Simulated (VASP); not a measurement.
A run of VASP 6.6.1 is set up as follows.

INCAR

```
SYSTEM = SiC
PREC     = Accurate       ! precision mode
ENCUT    = 520            ! plane-wave cutoff, eV
EDIFF    = 1E-7           ! SCF threshold, eV
ISMEAR   = 0              ! smearing method
SIGMA    = 0.01           ! smearing width, eV
LREAL    = .FALSE.        ! projectors in reciprocal space
LASPH    = .TRUE.         ! aspherical terms in the spheres
NELM     = 80             ! most SCF steps
ALGO     = Normal         ! electronic algorithm
ISIF     = 2              ! what is computed and relaxed
LWAVE    = .FALSE.        ! write WAVECAR
LCHARG   = .FALSE.        ! write CHGCAR
GGA      = PE             ! functional
NBANDS   = 16             ! bands
```

KPOINTS

```
Automatic mesh
0
G
  9 9 4
  0 0 0
```

File POSCAR:

```
SiC
1.0
    3.0918273652      0.0000000000      0.0000000000
   -1.5459136826      2.6776010424      0.0000000000
    0.0000000000      0.0000000000      5.0742733103
Si C
2 2
Direct
    0.3333333333      0.6666666667     -0.0004133931
    0.6666666667      0.3333333333      0.4995866069
    0.3333333333      0.6666666667      0.3754133931
    0.6666666667      0.3333333333      0.8754133931
```

Potentials or basis: VASP PAW PBE potentials, release 64 (Si, C).

Launch:

```sh
$ cat potpaw_PBE.64/Si/POTCAR potpaw_PBE.64/C/POTCAR > POTCAR
$ mpirun -np 1 vasp_std > vasp.out
```

Problem. What does it give for the pressure?

Solution. 0.0 GPa.

Problem. Predict the band gap on the k mesh.

Solution. 2.30 eV, indirect (least direct gap 3.98 eV).

A k mesh can miss the band edges. As with any semilocal functional, this PBE gap is likely too small.
